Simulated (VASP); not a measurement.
# Al2Pt (Fm-3m) in VASP: further runs, part 2 of 2

VASP 6.6.1. The steps go on from the part before.

**4. Relaxation of the atoms, r2SCAN**

This run uses another cell than the first one, of 16.45 Å³/atom.

POSCAR reads:

```
Al2Pt
1.0
    0.0000000000      2.9115139000      2.9115139000
    2.9115139000      0.0000000000      2.9115139000
    2.9115139000      2.9115139000      0.0000000000
Al Pt
2 1
Direct
    0.2500000000      0.2500000000      0.2500000000
    0.7500000000      0.7500000000      0.7500000000
    0.0000000000      0.0000000000      0.0000000000
```

INCAR.step1 reads:

```
SYSTEM = Al2Pt
PREC = Accurate
ENCUT = 520
ISMEAR = -1
SIGMA = 0.1
LREAL = .False.
LASPH = .True.
NELM = 80
GGA = PE
ALGO = Normal
EDIFF = 1E-4
LWAVE = .True.
LCHARG = .False.
```

INCAR.step2 reads:

```
SYSTEM = Al2Pt
PREC = Accurate
ENCUT = 520
EDIFF = 1E-7
ISMEAR = -1
SIGMA = 0.1
LREAL = .False.
LASPH = .True.
NELM = 80
ALGO = Normal
ISIF = 2
LWAVE = .False.
LCHARG = .False.
METAGGA = R2SCAN
LMIXTAU = .True.
IBRION = 2
NSW = 50
EDIFFG = -0.01
ISTART = 1
```

KPOINTS reads:

```
Automatic mesh
0
Gamma
  10 10 10
  0 0 0
```

Potentials or basis: VASP PAW PBE potentials, release 64 (Al, Pt).

On the command line:

```
$ cat potpaw_PBE.64/Al/POTCAR potpaw_PBE.64/Pt/POTCAR > POTCAR
$ cp INCAR.step1 INCAR
$ mpirun -np 1 vasp_std > vasp.out
$ cp INCAR.step2 INCAR
$ mpirun -np 1 vasp_std > vasp.out
```

OUTCAR:

```text
SYSTEM = Al2Pt
   PREC = Accurate
   ENCUT = 520
   EDIFF = 1E-7
   ISMEAR = -1
   LREAL = .False.
   LASPH = .True.
   NELM = 80
   ISIF = 2
   METAGGA = R2SCAN
   IBRION = 2
   NSW = 50
   EDIFFG = -0.01
   ISTART = 1

 ion  position               nearest neighbor table
   1  0.250  0.250  0.250-   3 2.52   3 2.52   3 2.52   3 2.52   2 2.91   2 2.91   2 2.91   2 2.91
                             2 2.91   2 2.91
   2  0.750  0.750  0.750-   3 2.52   3 2.52   3 2.52   3 2.52   1 2.91   1 2.91   1 2.91   1 2.91
                             1 2.91   1 2.91
   3  0.000  0.000  0.000-   2 2.52   2 2.52   2 2.52   1 2.52   2 2.52   1 2.52   1 2.52   1 2.52

  LATTYP: Found a face centered cubic cell.
 ALAT       =     5.8230278000

  Lattice vectors:

 A1 = (   0.0000000000,   2.9115139000,   2.9115139000)
 A2 = (   2.9115139000,   0.0000000000,   2.9115139000)
 A3 = (   2.9115139000,   2.9115139000,   0.0000000000)

Analysis of symmetry for initial positions (statically):
=====================================================================
 Subroutine PRICEL returns:
 Original cell was already a primitive cell.

 Routine SETGRP: Setting up the symmetry group for a
 face centered cubic supercell.
[... 179 lines left out ...]
      2       2.7567      2.00000
      3       2.7567      2.00000
      4       2.7567      2.00000
      5       4.2242      2.00000
      6       4.2242      2.00000
      7      12.3391      0.00000
      8      12.3391      0.00000
      9      12.3391      0.00000
     10      12.3745      0.00000
     11      14.3833      0.00000
     12      14.3833      0.00000
[... 331 lines left out ...]
 k-point    24 :       0.4000    0.3000    0.0000
  band No.  band energies     occupation
      1      -0.2949      2.00000
      2       1.9273      2.00000
      3       3.1239      2.00000
      4       3.6400      2.00000
      5       3.8443      2.00000
      6       4.6606      2.00000
      7       5.7973      2.00000
      8       7.6452      1.99793
      9       7.6567      1.99768
     10      12.2387      0.00000
     11      12.7213      0.00000
     12      16.4634      0.00000

 [... further k-points ...]
[... 5 lines left out ...]
  --------------------------------------------------------------------------------------
  -------------------------------------------------------------------------------------
  Total        1.9125672      1.9125672      1.9125672      0.0000000      0.0000000      0.0000000
  in kB       62.0784260     62.0784260     62.0784260      0.0000000      0.0000000      0.0000000
  external PRESSURE =      62.0784260 kB  Pullay stress =       0.0000000 kB

 VOLUME and BASIS-vectors are now :
 -----------------------------------------------------------------------------
  energy-cutoff  :      520.00
  volume of cell :       49.36
      direct lattice vectors                 reciprocal lattice vectors
     0.000000000  2.911513900  2.911513900    -0.171731964  0.171731964  0.171731964
     2.911513900  0.000000000  2.911513900     0.171731964 -0.171731964  0.171731964
     2.911513900  2.911513900  0.000000000     0.171731964  0.171731964 -0.171731964

 POSITION                                       TOTAL-FORCE (eV/Angst)
 -----------------------------------------------------------------------------------
      1.45576      1.45576      1.45576         0.000000      0.000000      0.000000
      4.36727      4.36727      4.36727        -0.000000     -0.000000     -0.000000
      0.00000      0.00000      0.00000         0.000000      0.000000      0.000000
 -----------------------------------------------------------------------------------
    total drift:                                0.000000     -0.000000      0.000000

  FREE ENERGIE OF THE ION-ELECTRON SYSTEM (eV)
  ---------------------------------------------------
  free  energy   TOTEN  =       -67.8934919054 eV

  energy  without entropy=      -67.8589424323  energy(sigma->0) =      -67.87621717

 reached required accuracy - stopping structural energy minimisation
```

OUTCAR.step1:

```text
SYSTEM = Al2Pt
   PREC = Accurate
   ENCUT = 520
   ISMEAR = -1
   LREAL = .False.
   LASPH = .True.
[... 585 lines left out ...]
      1.45576      1.45576      1.45576        -0.000000     -0.000000     -0.000000
      4.36727      4.36727      4.36727         0.000000      0.000000      0.000000
      0.00000      0.00000      0.00000        -0.000000      0.000000     -0.000000
 -----------------------------------------------------------------------------------
    total drift:                                0.000000     -0.000000      0.000000

  FREE ENERGIE OF THE ION-ELECTRON SYSTEM (eV)
  ---------------------------------------------------
  free  energy   TOTEN  =       -16.1922389062 eV

  energy  without entropy=      -16.1563825956  energy(sigma->0) =      -16.17431075
```

OSZICAR.step1:

```text
N       E                     dE             d eps       ncg     rms          rms(c)
DAV:   1     0.499868701064E+02    0.49987E+02   -0.69094E+03  1184   0.114E+03
DAV:   2    -0.149109934873E+02   -0.64898E+02   -0.58309E+02  1356   0.191E+02
DAV:   3    -0.167753528908E+02   -0.18644E+01   -0.18399E+01  1420   0.311E+01
DAV:   4    -0.167922382078E+02   -0.16885E-01   -0.16880E-01  1352   0.346E+00
DAV:   5    -0.167924919370E+02   -0.25373E-03   -0.25372E-03  1408   0.451E-01    0.927E+00
DAV:   6    -0.163011711523E+02    0.49132E+00   -0.24975E+00  1324   0.157E+01    0.239E+00
DAV:   7    -0.162228769248E+02    0.78294E-01   -0.17657E-01  1244   0.438E+00    0.177E+00
DAV:   8    -0.161920877472E+02    0.30789E-01   -0.28125E-02  1352   0.171E+00    0.248E-01
DAV:   9    -0.161921120067E+02   -0.24259E-04   -0.17161E-03  1336   0.410E-01    0.161E-01
DAV:  10    -0.161922418826E+02   -0.12988E-03   -0.30885E-04  1268   0.150E-01    0.165E-02
DAV:  11    -0.161922389062E+02    0.29764E-05   -0.15070E-05   684   0.433E-02
   1 F= -.16192239E+02 E0= -.16174311E+02  d E =-.358563E-01
```

Run time: 38 s. Hardware: 1 thread of Intel Xeon 6975P-C (Granite Rapids), shared host; peak memory 0.2 GiB.

What came out:

| Item | Value |
| --- | --- |
| Free energy | -67.8935 eV |
| Pressure after relaxing | 6.2 GPa |
| Band gap on the k mesh | zero (bands 8 and 9 overlap by 5.80 eV) |

Final structure:
```xyz
3
Lattice="0.0000 2.9115 2.9115 2.9115 0.0000 2.9115 2.9115 2.9115 0.0000" Properties=species:S:1:pos:R:3 pbc="T T T"
Al    1.4558    1.4558    1.4558
Al    4.3673    4.3673    4.3673
Pt    0.0000    0.0000    0.0000
```

Levels at points of the mesh, in eV from the Fermi level:
```csv
k point,band 6,band 7,band 8,band 9,band 10,band 11
"(0.00, 0.00, 0.00)",-4.11,4.01,4.01,4.01,4.04,6.05
"(0.50, 0.00, 0.00)",-3.83,-3.83,1.04,1.04,4.42,5.73
"(0.50, 0.50, 0.00)",-3.77,-3.52,-1.80,-1.80,3.81,3.88
```

Caveat: the relaxation stopped at its first step, so nothing moved; the PAW data sets were made with another functional, which shifts forces and pressure a little; spin-orbit coupling is left out, which moves the levels of the heavy elements.

**5. Relaxation of the atoms, r2SCAN**

This run uses another cell than the first one, of 16.80 Å³/atom.

POSCAR reads:

```
Al2Pt
1.0
    0.0000000000      2.9315939400      2.9315939400
    2.9315939400      0.0000000000      2.9315939400
    2.9315939400      2.9315939400      0.0000000000
Al Pt
2 1
Direct
    0.2500000000      0.2500000000      0.2500000000
    0.7500000000      0.7500000000      0.7500000000
    0.0000000000      0.0000000000      0.0000000000
```

INCAR.step1 reads:

```
  PREC = Accurate
  ENCUT = 520
  ISMEAR = -1
  SIGMA = 0.1
  LREAL = False
  LASPH = True
  NELM = 100
  GGA = PE
  ALGO = Normal
  EDIFF = 1E-4
  LWAVE = True
  LCHARG = False
```

INCAR.step2 reads:

```
  PREC = Accurate
  ENCUT = 520
  EDIFF = 1E-6
  ISMEAR = -1
  SIGMA = 0.1
  LREAL = False
  LASPH = True
  NELM = 100
  ALGO = Normal
  ISIF = 2
  LWAVE = False
  LCHARG = False
  METAGGA = R2SCAN
  LMIXTAU = True
  IBRION = 2
  NSW = 50
  EDIFFG = -0.01
  ISTART = 1
```

KPOINTS reads:

```
regular mesh
0
Gamma
  10 10 10
```

Potentials or basis: VASP PAW PBE potentials, release 64 (Al, Pt).

On the command line:

```
$ cat potpaw_PBE.64/Al/POTCAR potpaw_PBE.64/Pt/POTCAR > POTCAR
$ cp INCAR.step1 INCAR
$ mpirun -np 1 vasp_std > vasp.out
$ cp INCAR.step2 INCAR
$ mpirun -np 1 vasp_std > vasp.out
```

OUTCAR:

```text
PREC = Accurate
   ENCUT = 520
   EDIFF = 1E-6
   ISMEAR = -1
   LREAL = False
   LASPH = True
   NELM = 100
   ISIF = 2
   METAGGA = R2SCAN
   IBRION = 2
   NSW = 50
   EDIFFG = -0.01
   ISTART = 1

 ion  position               nearest neighbor table
   1  0.250  0.250  0.250-   3 2.54   3 2.54   3 2.54   3 2.54   2 2.93   2 2.93   2 2.93   2 2.93
                             2 2.93   2 2.93
   2  0.750  0.750  0.750-   3 2.54   3 2.54   3 2.54   3 2.54   1 2.93   1 2.93   1 2.93   1 2.93
                             1 2.93   1 2.93
   3  0.000  0.000  0.000-   1 2.54   2 2.54   2 2.54   2 2.54   2 2.54   1 2.54   1 2.54   1 2.54

  LATTYP: Found a face centered cubic cell.
 ALAT       =     5.8631878800

  Lattice vectors:

 A1 = (   0.0000000000,   2.9315939400,   2.9315939400)
 A2 = (   2.9315939400,   0.0000000000,   2.9315939400)
 A3 = (   2.9315939400,   2.9315939400,   0.0000000000)

Analysis of symmetry for initial positions (statically):
=====================================================================
 Subroutine PRICEL returns:
 Original cell was already a primitive cell.

 Routine SETGRP: Setting up the symmetry group for a
 face centered cubic supercell.

 Subroutine GETGRP returns: Found 48 space group operations
 (whereof 48 operations were pure point group operations)
 out of a pool of 48 trial point group operations.

The static configuration has the point symmetry O_h .

Analysis of symmetry for dynamics (positions and initial velocities):
=====================================================================
 Subroutine PRICEL returns:
 Original cell was already a primitive cell.

 Routine SETGRP: Setting up the symmetry group for a
 face centered cubic supercell.

 Subroutine GETGRP returns: Found 48 space group operations
 (whereof 48 operations were pure point group operations)
 out of a pool of 48 trial point group operations.

The dynamic configuration has the point symmetry O_h .

 Subroutine INISYM returns: Found 48 space group operations
 (whereof 48 operations are pure point group operations),
 and found     1 'primitive' translations
[... 123 lines left out ...]
   LHFCALC =     F    Hartree Fock is set to
   AEXX    =    0.0000 exact exchange contribution
   IVDW    =     0    specifies the selected vdW correction
   LEPSILON=     F    determine dielectric tensor
   LRPA    =     F    only Hartree local field effects (RPA)
 conjugate gradient relaxation of ions
 non-spin polarized calculation
  energy-cutoff  :      520.00
  volume of cell :       50.39
 maximum number of plane-waves:      1380
   NGX = 15   NGY = 15   NGZ = 15

 number of electron      15.9999999 magnetization

 Free energy of the ion-electron system (eV)
  ---------------------------------------------------
  ext. energy  EPLUGINS =         0.00000000
  ---------------------------------------------------
  free energy    TOTEN  =       -67.92238446 eV

  energy without entropy =      -67.88745904  energy(sigma->0) =      -67.90492175

 E-fermi :   8.0786     XC(G=0): -11.5727

 val. band max:        8.0363034920   @ k =   0.5000   0.3000   0.1000
 cond. band min:       8.1637752408   @ k =   0.5000   0.2000   0.0000
 fundamental gap:      0.1274717488
 Fermi energy:         8.0786290508

 k-point     1 :       0.0000    0.0000    0.0000
  band No.  band energies     occupation
      1      -2.8415      2.00000
      2       2.6222      2.00000
      3       2.6222      2.00000
      4       2.6222      2.00000
      5       4.0657      2.00000
      6       4.0657      2.00000
      7      11.9485      0.00000
      8      12.0703      0.00000
      9      12.0703      0.00000
     10      12.0703      0.00000
     11      14.0040      0.00000
     12      14.0040      0.00000
[... 331 lines left out ...]
 k-point    24 :       0.4000    0.3000    0.0000
  band No.  band energies     occupation
      1      -0.4285      2.00000
      2       1.7908      2.00000
      3       2.9851      2.00000
      4       3.4853      2.00000
      5       3.6842      2.00000
      6       4.4859      2.00000
      7       5.5745      2.00000
      8       7.4002      1.99774
      9       7.4238      1.99714
     10      11.8789      0.00000
     11      12.3965      0.00000
     12      16.1570      0.00000

 [... further k-points ...]
[... 5 lines left out ...]
  --------------------------------------------------------------------------------------
  -------------------------------------------------------------------------------------
  Total        0.9005717      0.9005717      0.9005717     -0.0000000      0.0000000     -0.0000000
  in kB       28.6343559     28.6343559     28.6343559     -0.0000000      0.0000000     -0.0000000
  external PRESSURE =      28.6343559 kB  Pullay stress =       0.0000000 kB

 VOLUME and BASIS-vectors are now :
 -----------------------------------------------------------------------------
  energy-cutoff  :      520.00
  volume of cell :       50.39
      direct lattice vectors                 reciprocal lattice vectors
     0.000000000  2.931593940  2.931593940    -0.170555681  0.170555681  0.170555681
     2.931593940  0.000000000  2.931593940     0.170555681 -0.170555681  0.170555681
     2.931593940  2.931593940  0.000000000     0.170555681  0.170555681 -0.170555681

 POSITION                                       TOTAL-FORCE (eV/Angst)
 -----------------------------------------------------------------------------------
      1.46580      1.46580      1.46580        -0.000000     -0.000000     -0.000000
      4.39739      4.39739      4.39739         0.000000      0.000000      0.000000
      0.00000      0.00000      0.00000         0.000000     -0.000000     -0.000000
 -----------------------------------------------------------------------------------
    total drift:                                0.000000     -0.000000      0.000000

  FREE ENERGIE OF THE ION-ELECTRON SYSTEM (eV)
  ---------------------------------------------------
  free  energy   TOTEN  =       -67.9223844648 eV

  energy  without entropy=      -67.8874590445  energy(sigma->0) =      -67.90492175

 reached required accuracy - stopping structural energy minimisation
```

OSZICAR.step1:

```text
N       E                     dE             d eps       ncg     rms          rms(c)
DAV:   1     0.529334362592E+02    0.52933E+02   -0.67775E+03  1136   0.114E+03
DAV:   2    -0.147995645292E+02   -0.67733E+02   -0.60822E+02  1340   0.191E+02
DAV:   3    -0.168092236876E+02   -0.20097E+01   -0.19825E+01  1396   0.321E+01
DAV:   4    -0.168270900164E+02   -0.17866E-01   -0.17862E-01  1356   0.355E+00
DAV:   5    -0.168273577195E+02   -0.26770E-03   -0.26770E-03  1432   0.462E-01    0.894E+00
DAV:   6    -0.163492128129E+02    0.47814E+00   -0.25103E+00  1332   0.157E+01    0.231E+00
DAV:   7    -0.162707897004E+02    0.78423E-01   -0.18909E-01  1224   0.448E+00    0.172E+00
DAV:   8    -0.162404463121E+02    0.30343E-01   -0.29694E-02  1328   0.175E+00    0.249E-01
DAV:   9    -0.162404598522E+02   -0.13540E-04   -0.18133E-03  1348   0.420E-01    0.161E-01
DAV:  10    -0.162405985677E+02   -0.13872E-03   -0.32134E-04  1256   0.153E-01    0.171E-02
DAV:  11    -0.162405952676E+02    0.33002E-05   -0.16673E-05   684   0.453E-02
   1 F= -.16240595E+02 E0= -.16222461E+02  d E =-.362690E-01
```

It took 36 s on 1 thread of Intel Xeon 6975P-C (Granite Rapids), shared host; peak memory 0.2 GiB.

What came out:

| Quantity | Value |
| --- | --- |
| Free energy | -67.9224 eV |
| Pressure after relaxing | 2.9 GPa |
| Band gap on the k mesh | zero (bands 8 and 9 overlap by 5.75 eV) |

Final structure:
```cif
data_structure
_symmetry_space_group_name_H-M 'P 1'
_symmetry_Int_Tables_number 1
_cell_length_a 4.1459
_cell_length_b 4.1459
_cell_length_c 4.1459
_cell_angle_alpha 60.000
_cell_angle_beta 60.000
_cell_angle_gamma 60.000
_cell_volume 50.39
loop_
_atom_site_label
_atom_site_type_symbol
_atom_site_fract_x
_atom_site_fract_y
_atom_site_fract_z
_atom_site_occupancy
Al1 Al 0.25000 0.25000 0.25000 1
Al2 Al 0.75000 0.75000 0.75000 1
Pt1 Pt 0.00000 0.00000 0.00000 1
```

Levels at points of the mesh, in eV from the Fermi level:
| k point | band 5 | band 6 | band 7 | band 8 | band 9 | band 10 | band 11 | band 12 |
| --- | --- | --- | --- | --- | --- | --- | --- | --- |
| (0.00, 0.00, 0.00) | -4.01 | -4.01 | 3.87 | 3.99 | 3.99 | 3.99 | 5.93 | 5.93 |
| (0.50, 0.00, 0.00) | -3.98 | -3.75 | -3.75 | 1.04 | 1.04 | 4.38 | 5.64 | 5.64 |
| (0.50, 0.50, 0.00) | -4.06 | -3.70 | -3.45 | -1.76 | -1.76 | 3.73 | 3.77 | 8.47 |

Caveat: the relaxation stopped at its first step, so nothing moved; the PAW data sets were made with another functional, which shifts forces and pressure a little; spin-orbit coupling is left out, which moves the levels of the heavy elements.

**6. Summary**

```csv
task,cell,k mesh,cutoff (eV),gap on the mesh (eV),pressure (GPa)
relaxation of cell and atoms,"relaxed from a = 4.179 Å, angles 60.0°, 3 atoms",9 × 9 × 9,600,none,0.0
relaxation of the atoms,"atoms relaxed from a = 4.089 Å, angles 60.0°, 3 atoms",10 × 10 × 10,520,none,9.9
relaxation of the atoms,"atoms relaxed from a = 4.118 Å, angles 60.0°, 3 atoms",10 × 10 × 10,520,none,6.2
relaxation of the atoms,"atoms relaxed from a = 4.146 Å, angles 60.0°, 3 atoms",10 × 10 × 10,520,none,2.9
```

Alike in all rows: level r2SCAN; potentials or basis VASP PAW PBE potentials, release 64 (Al, Pt); no spin polarisation; smearing fermi-dirac 0.1 eV.

Caveats: the PAW data sets were made with another functional, which shifts forces and pressure a little; spin-orbit coupling is left out, which moves the levels of the heavy elements; the relaxation stopped at its first step, so nothing moved (at least some runs).

Total energies depend on the potentials used, so only differences within one code and one set of settings carry meaning.

The gap in the log of VASP goes by the Fermi energy; the results here count the filled bands.